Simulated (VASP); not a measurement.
A run of VASP 6.6.1:

Contents of INCAR:

```
SYSTEM = Cd
PREC = Accurate ; ENCUT = 500
EDIFF = 1E-6 ; ISMEAR = 0
SIGMA = 0.1 ; LREAL = .FALSE.
LASPH = .TRUE. ; NELM = 200
ALGO = Normal ; ISIF = 2
LWAVE = .FALSE. ; LCHARG = .TRUE.
LDAU = .TRUE. ; LDAUTYPE = 2
LDAUL = 2 ; LDAUU = 0.69
LDAUJ = 0 ; LDAUPRINT = 1
GGA = PE ; LELF = .TRUE.
LVHAR = .TRUE. ; NBANDS = 19
GGA_COMPAT = .FALSE.
```

Contents of KPOINTS:

```
regular mesh
0
G
  6 6 4
  0 0 0
```

The input POSCAR:

```
Cd
1.0
    2.9788725081      0.0000000000      0.0000000000
   -1.4894362540      2.5797792666      0.0000000000
    0.0000000000      0.0000000000      5.6176500000
Cd
2
Direct
    0.3333333333      0.6666666667      0.2500000000
    0.6666666667      0.3333333333      0.7500000000
```

Potentials or basis: VASP PAW PBE potentials, release 64 (Cd).

Run with:

```sh
$ cat potpaw_PBE.64/Cd/POTCAR > POTCAR
$ mpirun -np 1 vasp_std > vasp.out
```

Hardware: 1 thread of Intel Xeon 8259CL, on a shared host.

Problem. Estimate the wall time of this run.

Solution. It took 24 s on 1 thread of Intel Xeon 8259CL (shared host), peak memory 0.16 GiB. Counts: scf iterations 11, k points 21.
